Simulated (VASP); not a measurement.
# Cr (Im-3m) in VASP: single point with PBE

Aim: the single point of Cr with PBE.

Program: VASP 6.6.1. These are calculated values, not measurements. Logs are shortened: lines on timing, memory, paths and dates and some standing lists are left out, and cuts for length are marked.

### 1 The cell of the first run

Symmetry: Im-3m, No. 229, cubic system. Conventional cell: a = 2.849 Å, b = 2.849 Å, c = 2.849 Å, α = 90.00°, β = 90.00°, γ = 90.00°. Cr (site symmetry m-3m) has 14 Cr at 2.47 to 2.85 Å within 3.3 Å.

### 2 Single point, PBE, collinear spin, ferromagnetic start

File INCAR:

```
PREC = Accurate
ENCUT = 520
EDIFF = 1E-6
ISMEAR = -1
SIGMA = 0.1
LREAL = False
LASPH = True
NELM = 150
ALGO = Normal
ISIF = 2
LWAVE = False
LCHARG = False
ISPIN = 2
MAGMOM = 2 2
LORBIT = 11
LMAXMIX = 4
GGA = PE
NBANDS = 23
```

File KPOINTS:

```
Automatic mesh
0
Gamma
  14 14 14
```

File POSCAR:

```
Cr
1.0
    2.8486260748      0.0000000000      0.0000000000
    0.0000000000      2.8486260748      0.0000000000
    0.0000000000      0.0000000000      2.8486260748
Cr
2
Direct
    0.0000000000      0.0000000000      0.0000000000
    0.5000000000      0.5000000000      0.5000000000
```

Potentials or basis: VASP PAW PBE potentials, release 64 (Cr_pv).

Command:

```bash
> cat potpaw_PBE.64/Cr_pv/POTCAR > POTCAR
> mpirun -np 1 vasp_std > vasp.out
```

OUTCAR:

```text
PREC = Accurate
   ENCUT = 520
   EDIFF = 1E-6
   ISMEAR = -1
   LREAL = False
   LASPH = True
   NELM = 150
   ISIF = 2
   ISPIN = 2
   LORBIT = 11
   GGA = PE

 ion  position               nearest neighbor table
   1  0.000  0.000  0.000-   2 2.47   2 2.47   2 2.47   2 2.47   2 2.47   2 2.47   2 2.47   2 2.47

   2  0.500  0.500  0.500-   1 2.47   1 2.47   1 2.47   1 2.47   1 2.47   1 2.47   1 2.47   1 2.47

  LATTYP: Found a simple cubic cell.
 ALAT       =     2.8486260748

  Lattice vectors:

 A1 = (   2.8486260748,   0.0000000000,   0.0000000000)
 A2 = (   0.0000000000,   2.8486260748,   0.0000000000)
 A3 = (   0.0000000000,   0.0000000000,   2.8486260748)

Analysis of symmetry for initial positions (statically):
=====================================================================
 Subroutine PRICEL returns following result:

  LATTYP: Found a body centered cubic cell.
 ALAT       =     2.8486260748

  Lattice vectors:

 A1 = (   1.4243130374,   1.4243130374,  -1.4243130374)
 A2 = (  -1.4243130374,   1.4243130374,   1.4243130374)
 A3 = (   1.4243130374,  -1.4243130374,   1.4243130374)

   2 primitive cells build up your supercell.

 Routine SETGRP: Setting up the symmetry group for a
 simple cubic supercell.

 Subroutine GETGRP returns: Found 48 space group operations
 (whereof 48 operations were pure point group operations)
 out of a pool of 48 trial point group operations.

The static configuration has the point symmetry O_h .

Analysis of symmetry for dynamics (positions and initial velocities):
=====================================================================
 Subroutine PRICEL returns following result:

  LATTYP: Found a body centered cubic cell.
 ALAT       =     2.8486260748

  Lattice vectors:

 A1 = (   1.4243130374,   1.4243130374,  -1.4243130374)
 A2 = (  -1.4243130374,   1.4243130374,   1.4243130374)
 A3 = (   1.4243130374,  -1.4243130374,   1.4243130374)

   2 primitive cells build up your supercell.

 Routine SETGRP: Setting up the symmetry group for a
 simple cubic supercell.

 Subroutine GETGRP returns: Found 48 space group operations
 (whereof 48 operations were pure point group operations)
 out of a pool of 48 trial point group operations.

The dynamic configuration has the point symmetry O_h .

Analysis of structural, dynamic, and magnetic symmetry:
=====================================================================
 Subroutine PRICEL returns following result:

  LATTYP: Found a body centered cubic cell.
 ALAT       =     2.8486260748

  Lattice vectors:

 A1 = (   1.4243130374,   1.4243130374,  -1.4243130374)
 A2 = (  -1.4243130374,   1.4243130374,   1.4243130374)
 A3 = (   1.4243130374,  -1.4243130374,   1.4243130374)

   2 primitive cells build up your supercell.

 Routine SETGRP: Setting up the symmetry group for a
 simple cubic supercell.

 Subroutine GETGRP returns: Found 48 space group operations
 (whereof 48 operations were pure point group operations)
 out of a pool of 48 trial point group operations.

The overall configuration has the point symmetry O_h .

 Subroutine INISYM returns: Found 48 space group operations
 (whereof 48 operations are pure point group operations),
 and found     2 'primitive' translations

----------------------------------------------------------------------------------------

                                     Primitive cell

  volume of cell :      11.5578

  direct lattice vectors                    reciprocal lattice vectors
     1.424313037  1.424313037 -1.424313037     0.351046425  0.351046425  0.000000000
    -1.424313037  1.424313037  1.424313037    -0.000000000  0.351046425  0.351046425
     1.424313037 -1.424313037  1.424313037     0.351046425  0.000000000  0.351046425

  length of vectors
     2.466982547  2.466982547  2.466982547     0.496454615  0.496454615  0.496454615

  position of ions in fractional coordinates (direct lattice)
     0.000000000  0.000000000  0.000000000

  ion indices of the primitive-cell ions
   primitive index   ion index
                 1           1

----------------------------------------------------------------------------------------

 KPOINTS: Automatic mesh

Automatic generation of k-mesh.
 Grid dimensions read from file:
 generate k-points for:   14   14   14

 Generating k-lattice:

  Cartesian coordinates                     Fractional coordinates (reciprocal lattice)
     0.025074745  0.000000000  0.000000000     0.071428571  0.000000000  0.000000000
     0.000000000  0.025074745  0.000000000     0.000000000  0.071428571  0.000000000
     0.000000000  0.000000000  0.025074745     0.000000000  0.000000000  0.071428571

  Length of vectors
     0.025074745  0.025074745  0.025074745

  Shift w.r.t. Gamma in fractional coordinates (k-lattice)
     0.000000000  0.000000000  0.000000000

 Subroutine IBZKPT returns following result:
 ===========================================

 Found    120 irreducible k-points:

 Following reciprocal coordinates:
            Coordinates               Weight
  0.000000  0.000000  0.000000      1.000000
  0.071429  0.000000  0.000000      6.000000
  0.142857  0.000000  0.000000      6.000000
  0.214286  0.000000  0.000000      6.000000
  0.285714  0.000000  0.000000      6.000000
  0.357143  0.000000  0.000000      6.000000
[... 16 lines left out ...]
  0.285714  0.214286  0.000000     24.000000
  0.357143  0.214286  0.000000     24.000000
 [... further k-points ...]
   k-points           NKPTS =    120   k-points in BZ     NKDIM =    120   number of bands    NBANDS=     23
   number of dos      NEDOS =    301   number of ions     NIONS =      2
   total plane-waves  NPLWV =  13824
   dimension x,y,z NGX =    24 NGY =   24 NGZ =   24
   dimension x,y,z NGXF=    48 NGYF=   48 NGZF=   48
   ions per type =               2
   NGX,Y,Z   is equivalent  to a cutoff of  14.01, 14.01, 14.01 a.u.
   NGXF,Y,Z  is equivalent  to a cutoff of  28.01, 28.01, 28.01 a.u.
 SYSTEM =  unknown system
   PREC   = accura    normal or accurate (medium, high low for compatibility)
   ISTART =      0    job   : 0-new  1-cont  2-samecut
   ICHARG =      2    charge: 1-file 2-atom 10-const
   ISPIN  =      2    spin polarized calculation?
   LNONCOLLINEAR =      F non collinear calculations
   LSORBIT =      F    spin-orbit coupling
   LASPH  =      T    aspherical Exc in radial PAW
   ENCUT  =  520.0 eV  38.22 Ry    6.18 a.u.   5.30  5.30  5.30*2*pi/ulx,y,z
   NELM   =    150;   NELMIN=  2; NELMDL= -5     # of ELM steps
   EDIFF  = 0.1E-05   stopping-criterion for ELM
   LREAL  =      F    real-space projection
[... 7 lines left out ...]
   TEBEG  =    0.0;   TEEND  =   0.0 temperature during run
   PSTRESS=    0.0 pullay stress
   NELECT =      24.0000    total number of electrons
   NUPDOWN=      -1.0000    fix difference up-down
   EMIN   =  10.00;   EMAX   =-10.00  energy-range for DOS
   EFERMI =   0.00;   METHOD = LEGACY
   ISMEAR =    -1;   SIGMA  =   0.10  broadening in eV -4-tet -1-fermi 0-gaus
   EFERMI_NEDOS =   21; number of points for ismear=-14 and -15
   IALGO  =     38    algorithm
   IMIX   =      4    mixing-type and parameters
     AMIX     =   0.40;   BMIX     =  1.00
     AMIX_MAG =   1.60;   BMIX_MAG =  1.00
  volume/ion in A,a.u.               =      11.56        78.00
  Fermi-wavevector in a.u.,A,eV,Ry     =   1.657715  3.132627 37.389057  2.748018
  Thomas-Fermi vector in A             =   2.745420
   LORBIT       =     11    0 simple, 1 ext, 2 COOP (PROOUT), +10 PAW based schemes
   GGA     = PE    functional components
   LHFCALC =     F    Hartree Fock is set to
   AEXX    =    0.0000 exact exchange contribution
   IVDW    =     0    specifies the selected vdW correction
   LEPSILON=     F    determine dielectric tensor
   LRPA    =     F    only Hartree local field effects (RPA)
 spin polarized calculation
  energy-cutoff  :      520.00
  volume of cell :       23.12
 maximum number of plane-waves:       639
 NGX is ok and might be reduce to    24
   NGX = 11   NGY = 11   NGZ = 11

 number of electron      23.9999986 magnetization       0.0004447

 number of electron      23.9999986 magnetization      -0.0000016

 Free energy of the ion-electron system (eV)
  ---------------------------------------------------
  ext. energy  EPLUGINS =         0.00000000
  ---------------------------------------------------
  free energy    TOTEN  =       -19.05605430 eV

  energy without entropy =      -19.00845065  energy(sigma->0) =      -19.03225248

 E-fermi :  10.9648     XC(G=0): -13.6701

 val. band max:       10.9516106350   @ k =   0.4286   0.0714   0.0000
 cond. band min:      10.9959060613   @ k =   0.2143   0.2143   0.0000
 fundamental gap:      0.0442954263
 Fermi energy:        10.9648431642

 spin component 1

 k-point     1 :       0.0000    0.0000    0.0000
  band No.  band energies     occupation
      1     -32.3880      1.00000
      2     -32.3880      1.00000
      3     -32.3880      1.00000
      4     -31.7605      1.00000
      5     -31.7605      1.00000
      6     -31.7605      1.00000
[... 15 lines left out ...]
     22      21.5681      0.00000
     23      28.3054      0.00000
[... 575 lines left out ...]
      1     -32.5287      1.00000
      2     -32.3232      1.00000
      3     -32.1671      1.00000
      4     -32.0165      1.00000
      5     -31.9538      1.00000
      6     -31.7991      1.00000
[... 15 lines left out ...]
     22      26.5915      0.00000
     23      27.3141      0.00000

 [... further k-points ...]

 spin component 2

 k-point     1 :       0.0000    0.0000    0.0000
  band No.  band energies     occupation
      1     -32.3880      1.00000
      2     -32.3880      1.00000
      3     -32.3880      1.00000
      4     -31.7605      1.00000
      5     -31.7605      1.00000
      6     -31.7605      1.00000
[... 15 lines left out ...]
     22      21.5681      0.00000
     23      28.3054      0.00000
[... 575 lines left out ...]
      1     -32.5287      1.00000
      2     -32.3232      1.00000
      3     -32.1671      1.00000
      4     -32.0165      1.00000
      5     -31.9538      1.00000
      6     -31.7991      1.00000
[... 15 lines left out ...]
     22      26.5915      0.00000
     23      27.3141      0.00000

 [... further k-points ...]

------------------------ aborting loop because EDIFF is reached ----------------------------------------

  FORCE on cell =-STRESS in cart. coord.  units (eV):
  Direction    XX          YY          ZZ          XY          YZ          ZX
  --------------------------------------------------------------------------------------
  -------------------------------------------------------------------------------------
  Total       -0.0776071     -0.0776071     -0.0776071     -0.0000000     -0.0000000      0.0000000
  in kB       -5.3790523     -5.3790523     -5.3790523     -0.0000000     -0.0000000      0.0000000
  external PRESSURE =      -5.3790523 kB  Pullay stress =       0.0000000 kB

 VOLUME and BASIS-vectors are now :
 -----------------------------------------------------------------------------
  energy-cutoff  :      520.00
  volume of cell :       23.12
      direct lattice vectors                 reciprocal lattice vectors
     2.848626075  0.000000000  0.000000000     0.351046425  0.000000000  0.000000000
     0.000000000  2.848626075  0.000000000     0.000000000  0.351046425  0.000000000
     0.000000000  0.000000000  2.848626075     0.000000000  0.000000000  0.351046425

 POSITION                                       TOTAL-FORCE (eV/Angst)
 -----------------------------------------------------------------------------------
      0.00000      0.00000      0.00000        -0.000000      0.000000      0.000000
      1.42431      1.42431      1.42431         0.000000     -0.000000     -0.000000
 -----------------------------------------------------------------------------------
    total drift:                                0.000000      0.000000     -0.000000

  FREE ENERGIE OF THE ION-ELECTRON SYSTEM (eV)
  ---------------------------------------------------
  free  energy   TOTEN  =       -19.0560543000 eV

  energy  without entropy=      -19.0084506518  energy(sigma->0) =      -19.03225248

 total charge

# of ion       s       p       d       tot
------------------------------------------
    1        0.440   6.405   4.211  11.057
    2        0.440   6.405   4.211  11.057
--------------------------------------------------
tot          0.881  12.810   8.423  22.114

 magnetization (x)

# of ion       s       p       d       tot
------------------------------------------
    1       -0.000  -0.000   0.000   0.000
    2       -0.000  -0.000   0.000   0.000
--------------------------------------------------
tot         -0.000  -0.000   0.000   0.000
```

Wall time 47 s (1 thread of Intel Xeon 6975P-C (Granite Rapids), shared host); peak memory 0.21 GiB.

Results:

- Free energy: -19.0561 eV
- Pressure: -0.5 GPa
- Band gap on the k mesh: zero (filled and empty bands overlap)
- Net moment: 0.00 μB per cell
- Valence electrons inside the program's atomic spheres: Cr 11.06

Levels at points of the mesh, in eV from the Fermi level:
Spin up:
```csv
k point,band 8,band 9,band 10,band 11,band 12,band 13,band 14,band 15,band 16,band 17
"(0.00, 0.00, 0.00)",-4.31,-4.31,-0.91,-0.91,-0.91,1.14,1.14,2.44,2.44,2.44
"(0.50, 0.00, 0.00)",-3.96,-1.80,-1.80,-0.41,-0.41,-0.41,-0.41,0.68,0.68,2.54
"(0.50, 0.50, 0.00)",-4.43,-2.45,-2.45,1.11,1.11,1.14,1.14,1.48,1.48,2.83
"(0.50, 0.50, 0.50)",-2.33,-2.33,-2.33,-2.33,-2.33,1.54,1.54,1.54,1.54,7.10
```
Spin down:
```
           k point  band 9  band 10  band 11  band 12  band 13  band 14  band 15  band 16
(0.00, 0.00, 0.00)   -4.31    -0.91    -0.91    -0.91     1.14     1.14     2.44     2.44
(0.50, 0.00, 0.00)   -1.80    -1.80    -0.41    -0.41    -0.41    -0.41     0.68     0.68
(0.50, 0.50, 0.00)   -2.45    -2.45     1.11     1.11     1.14     1.14     1.48     1.48
(0.50, 0.50, 0.50)   -2.33    -2.33    -2.33    -2.33     1.54     1.54     1.54     1.54
```

Caveat: an empty level that is flat over the whole mesh can mark a ghost state of the potentials, or a narrow d or f band.
